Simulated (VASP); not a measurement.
Wanted: the native input for a VASP 6.6.1 run.

```yaml
Task: single point
Functional: LDA
Potentials_or_basis: VASP PAW LDA potentials, release 64 (Zr_sv, B)
Cutoff: 520 eV
k_mesh: 16 × 16 × 16
Occupations: gaussian, width 0.15 eV
Spin: no spin polarisation
Dipole_correction: no
Further_INCAR_settings: ALGO = Normal; EDIFF = 1e-06; NBANDS = 14
```

The structure of ZrB lies in POSCAR:

```
ZrB
1.0
    0.0000000000      2.4153850465      2.5924327704
    2.5844619998      0.0000000000      2.5924327704
    2.5844619998      2.4153850465      0.0000000000
Zr B
1 1
Direct
    0.0000000000      0.0000000000      0.0000000000
    0.5000000000      0.5000000000      0.5000000000
```

This cell differs from its parent crystal: normal strain along x +0.0700, normal strain along z +0.0733.

One way to write it, as run:

INCAR

```
ALGO = Normal ; EDIFF = 1E-6
ENCUT = 520 ; GGA = CA
ISIF = 2 ; ISMEAR = 0
LASPH = T ; LCHARG = F
LREAL = F ; LWAVE = F
NBANDS = 14 ; NELM = 80
PREC = Accurate ; SIGMA = 0.15
```

KPOINTS

```
k-points
0
Gamma
  16 16 16
```

Potentials or basis: VASP PAW LDA potentials, release 64 (Zr_sv, B).

The run is started by

```console
$ cat potpaw_LDA.64/Zr_sv/POTCAR potpaw_LDA.64/B/POTCAR > POTCAR
$ mpirun -np 1 vasp_std > vasp.out
```

It gave:

The pressure is -17.4 GPa and the band gap on the k mesh is zero (an odd number of electrons rules out a gap without spin polarisation).

Caveat: the cell differs from its parent crystal (normal strain along x +0.0700, normal strain along z +0.0733); the cell stands under tension.

It took 4.4 min on 1 thread of Intel(R) Xeon(R) Platinum 8488C (Sapphire Rapids), with other jobs on the host, peak memory 0.38 GiB.
